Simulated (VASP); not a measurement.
# NaH (Fm-3m) in VASP: further runs, part 2 of 2

VASP 6.6.1. Earlier steps stand in the parts before.

## Step 3: Single point, HSE06

File POSCAR:

```
NaH
1.0
    0.0000000000      2.3975116422      2.3975116422
    2.3975116422      0.0000000000      2.3975116422
    2.3975116422      2.3975116422      0.0000000000
Na H
1 1
Direct
    0.0000000000      0.0000000000      0.0000000000
    0.5000000000      0.5000000000      0.5000000000
```

File INCAR.step1:

```
SYSTEM = NaH
ALGO = Normal
EDIFF = 1E-5
ENCUT = 400
GGA = PE
GGA_COMPAT = .False.
ISIF = 2
ISMEAR = 0
LASPH = .True.
LCHARG = .False.
LREAL = .False.
LWAVE = .True.
NBANDS = 11
NELM = 120
PREC = Accurate
SIGMA = 0.01
```

File INCAR.step2:

```
SYSTEM = NaH
ALGO = Normal
EDIFF = 1E-6
ENCUT = 400
GGA = PE
GGA_COMPAT = .False.
HFSCREEN = 0.2079
ISIF = 2
ISMEAR = 0
ISTART = 1
LASPH = .True.
LCHARG = .False.
LHFCALC = .True.
LREAL = .False.
LWAVE = .False.
NBANDS = 11
NELM = 120
PREC = Accurate
PRECFOCK = Normal
SIGMA = 0.01
```

File KPOINTS:

```
k-points
0
Gamma
  4 4 4
  0 0 0
```

Potentials or basis: VASP PAW PBE potentials, release 64 (Na_pv, H).

Run with:

```console
cat potpaw_PBE.64/Na_pv/POTCAR potpaw_PBE.64/H/POTCAR > POTCAR
cp INCAR.step1 INCAR
mpirun -np 1 vasp_std > vasp.out
cp INCAR.step2 INCAR
mpirun -np 1 vasp_std > vasp.out
```

OUTCAR:

```text
SYSTEM = NaH
   EDIFF = 1E-6
   ENCUT = 400
   GGA = PE
   HFSCREEN = 0.2079
   ISIF = 2
   ISMEAR = 0
   ISTART = 1
   LASPH = .True.
   LHFCALC = .True.
   LREAL = .False.
   NELM = 120
   PREC = Accurate
   PRECFOCK = Normal

 ion  position               nearest neighbor table
   1  0.000  0.000  0.000-
   2  0.500  0.500  0.500-

  LATTYP: Found a face centered cubic cell.
 ALAT       =     4.7950232844

  Lattice vectors:

 A1 = (   0.0000000000,   2.3975116422,   2.3975116422)
 A2 = (   2.3975116422,   0.0000000000,   2.3975116422)
 A3 = (   2.3975116422,   2.3975116422,   0.0000000000)

Analysis of symmetry for initial positions (statically):
=====================================================================
 Subroutine PRICEL returns:
 Original cell was already a primitive cell.

 Routine SETGRP: Setting up the symmetry group for a
 face centered cubic supercell.

 Subroutine GETGRP returns: Found 48 space group operations
 (whereof 48 operations were pure point group operations)
 out of a pool of 48 trial point group operations.

The static configuration has the point symmetry O_h .

Analysis of symmetry for dynamics (positions and initial velocities):
=====================================================================
 Subroutine PRICEL returns:
 Original cell was already a primitive cell.

 Routine SETGRP: Setting up the symmetry group for a
 face centered cubic supercell.

 Subroutine GETGRP returns: Found 48 space group operations
 (whereof 48 operations were pure point group operations)
 out of a pool of 48 trial point group operations.

The dynamic configuration has the point symmetry O_h .

 Subroutine INISYM returns: Found 48 space group operations
 (whereof 48 operations are pure point group operations),
 and found     1 'primitive' translations

----------------------------------------------------------------------------------------

                                     Primitive cell

  volume of cell :      27.5621

  direct lattice vectors                    reciprocal lattice vectors
     0.000000000  2.397511642  2.397511642    -0.208549561  0.208549561  0.208549561
     2.397511642  0.000000000  2.397511642     0.208549561 -0.208549561  0.208549561
     2.397511642  2.397511642  0.000000000     0.208549561  0.208549561 -0.208549561

  length of vectors
     3.390593480  3.390593480  3.390593480     0.361218435  0.361218435  0.361218435

  position of ions in fractional coordinates (direct lattice)
     0.000000000  0.000000000  0.000000000
     0.500000000  0.500000000  0.500000000

  ion indices of the primitive-cell ions
   primitive index   ion index
                 1           1
                 2           2

----------------------------------------------------------------------------------------

 KPOINTS: k-points

Automatic generation of k-mesh.
 Grid dimensions read from file:
 generate k-points for:    4    4    4

 Generating k-lattice:

[... 28 lines left out ...]
   total plane-waves  NPLWV =  13824
   dimension x,y,z NGX =    24 NGY =   24 NGZ =   24
   dimension x,y,z NGXF=    48 NGYF=   48 NGZF=   48
   ions per type =               1   1
   NGX,Y,Z   is equivalent  to a cutoff of  11.77, 11.77, 11.77 a.u.
   NGXF,Y,Z  is equivalent  to a cutoff of  23.54, 23.54, 23.54 a.u.
 SYSTEM =  NaH
   PREC   = accura    normal or accurate (medium, high low for compatibility)
   ISTART =      1    job   : 0-new  1-cont  2-samecut
   ICHARG =      0    charge: 1-file 2-atom 10-const
   ISPIN  =      1    spin polarized calculation?
   LNONCOLLINEAR =      F non collinear calculations
   LSORBIT =      F    spin-orbit coupling
   LASPH  =      T    aspherical Exc in radial PAW
   ENCUT  =  400.0 eV  29.40 Ry    5.42 a.u.   5.53  5.53  5.53*2*pi/ulx,y,z
   NELM   =    120;   NELMIN=  2; NELMDL=  0     # of ELM steps
   EDIFF  = 0.1E-05   stopping-criterion for ELM
   LREAL  =      F    real-space projection
   EDIFFG = 0.1E-04   stopping-criterion for IOM
   NSW    =      0    number of steps for IOM
   IBRION =     -1    ionic relax: 0-MD 1-quasi-New 2-CG
   NFREE  =      0    steps in history (QN), initial steepest desc. (CG)
   ISIF   =      2    stress and relaxation
   ISYM   =      3    0-nonsym 1-usesym 2-fastsym
   POTIM  = 0.5000    time-step for ionic-motion
   TEBEG  =    0.0;   TEEND  =   0.0 temperature during run
   PSTRESS=    0.0 pullay stress
   NELECT =       8.0000    total number of electrons
   NUPDOWN=      -1.0000    fix difference up-down
   EMIN   =  10.00;   EMAX   =-10.00  energy-range for DOS
   EFERMI =   0.00;   METHOD = LEGACY
   ISMEAR =     0;   SIGMA  =   0.01  broadening in eV -4-tet -1-fermi 0-gaus
   EFERMI_NEDOS =   21; number of points for ismear=-14 and -15
   IALGO  =     38    algorithm
   IMIX   =      1    mixing-type and parameters
     AMIX     =   0.40;   BMIX     =  1.00
     AMIX_MAG =   1.60;   BMIX_MAG =  1.00
  volume/ion in A,a.u.               =      13.78        93.00
  Fermi-wavevector in a.u.,A,eV,Ry     =   1.083929  2.048328 15.985508  1.174902
  Thomas-Fermi vector in A             =   2.220007
   LORBIT       =      0    0 simple, 1 ext, 2 COOP (PROOUT), +10 PAW based schemes
   GGA     = PE    functional components
   LHFCALC =     T    Hartree Fock is set to
   PRECFOCK=normal    Normal, Fast or Accurate (Low or Medium for compatibility)
   ENCUT4O =  -1.0   cutoff for four orbital integrals eV
   NKREDX  =     1    reduce k-point grid by
   NKREDY  =     1    reduce k-point grid by
   NKREDZ  =     1    reduce k-point grid by
   AEXX    =    0.2500 exact exchange contribution
   HFSCREEN=    0.2079 screening length (either q_TF or 0.3 A-1)
   HFSCREENC=   0.2079 screening length for correlation (either q_TF or 0.3 A-1)
   ENCUTFOCK=  -1.0 apply spherical cutoff to Coloumb kernel
   IVDW    =     0    specifies the selected vdW correction
   LEPSILON=     F    determine dielectric tensor
   LRPA    =     F    only Hartree local field effects (RPA)
 non-spin polarized calculation
 Gauss-broadening in eV      SIGMA  =   0.01
  energy-cutoff  :      400.00
  volume of cell :       27.56
 maximum number of plane-waves:       531
 NGX is ok and might be reduce to    24
  NGX = 18; NGY = 18; NGZ = 18

 number of electron       8.0000004 magnetization

 Free energy of the ion-electron system (eV)
  ---------------------------------------------------
  ext. energy  EPLUGINS =         0.00000000
  ---------------------------------------------------
  free energy    TOTEN  =        -5.76069264 eV

  energy without entropy =       -5.76069264  energy(sigma->0) =       -5.76069264

 E-fermi :  -1.6346     XC(G=0):  -6.5802

 val. band max:       -1.7788911901   @ k =  -0.2500   0.5000   0.2500
 cond. band min:       3.0617755250   @ k =   0.5000   0.0000   0.0000
 fundamental gap:      4.8406667151
 Fermi energy:        -1.6345590294

 k-point     1 :       0.0000    0.0000    0.0000
  band No.  band energies     occupation
      1     -26.1307      2.00000
      2     -26.1307      2.00000
      3     -26.1307      2.00000
      4      -5.8073      2.00000
      5      10.4043      0.00000
      6      15.3929      0.00000
      7      15.3929      0.00000
      8      15.3929      0.00000
      9      16.4572      0.00000
     10      16.4572      0.00000
     11      16.4572      0.00000
[... 85 lines left out ...]
 k-point     8 :      -0.2500    0.5000    0.2500
  band No.  band energies     occupation
      1     -26.1869      2.00000
      2     -26.1869      2.00000
      3     -26.1645      2.00000
      4      -1.7789      2.00000
      5       5.4152      0.00000
      6       5.4152      0.00000
      7       8.0088      0.00000
      8      16.4854      0.00000
      9      17.6482      0.00000
     10      17.6482      0.00000
     11      19.4646      0.00000

------------------------ aborting loop because EDIFF is reached ----------------------------------------

  FORCE on cell =-STRESS in cart. coord.  units (eV):
  Direction    XX          YY          ZZ          XY          YZ          ZX
  --------------------------------------------------------------------------------------
  -------------------------------------------------------------------------------------
  Total       -0.0561439     -0.0561439     -0.0561439      0.0000000      0.0000000     -0.0000000
  in kB       -3.2636331     -3.2636331     -3.2636331      0.0000000      0.0000000     -0.0000000
  external PRESSURE =      -3.2636331 kB  Pullay stress =       0.0000000 kB

 VOLUME and BASIS-vectors are now :
 -----------------------------------------------------------------------------
  energy-cutoff  :      400.00
  volume of cell :       27.56
      direct lattice vectors                 reciprocal lattice vectors
     0.000000000  2.397511642  2.397511642    -0.208549561  0.208549561  0.208549561
     2.397511642  0.000000000  2.397511642     0.208549561 -0.208549561  0.208549561
     2.397511642  2.397511642  0.000000000     0.208549561  0.208549561 -0.208549561

 POSITION                                       TOTAL-FORCE (eV/Angst)
 -----------------------------------------------------------------------------------
      0.00000      0.00000      0.00000        -0.000000      0.000000     -0.000000
      2.39751      2.39751      2.39751         0.000000     -0.000000      0.000000
 -----------------------------------------------------------------------------------
    total drift:                               -0.000000     -0.000000     -0.000000

  FREE ENERGIE OF THE ION-ELECTRON SYSTEM (eV)
  ---------------------------------------------------
  free  energy   TOTEN  =        -5.7606926383 eV

  energy  without entropy=       -5.7606926383  energy(sigma->0) =       -5.76069264
```

Run time: 73 s. Hardware: 1 thread of AMD EPYC 7R43 (Zen 3), shared host; peak memory 0.19 GiB.

What came out:

```
Free energy            : -5.7607 eV
Pressure               : -0.3 GPa
Band gap on the k mesh : 4.84 eV, indirect (least direct gap 5.81 eV)
```

Caveat: the k points lie up to 0.57 Å⁻¹ apart; the PAW data sets were made with another functional, which shifts forces and pressure a little. A k mesh can miss the band edges.
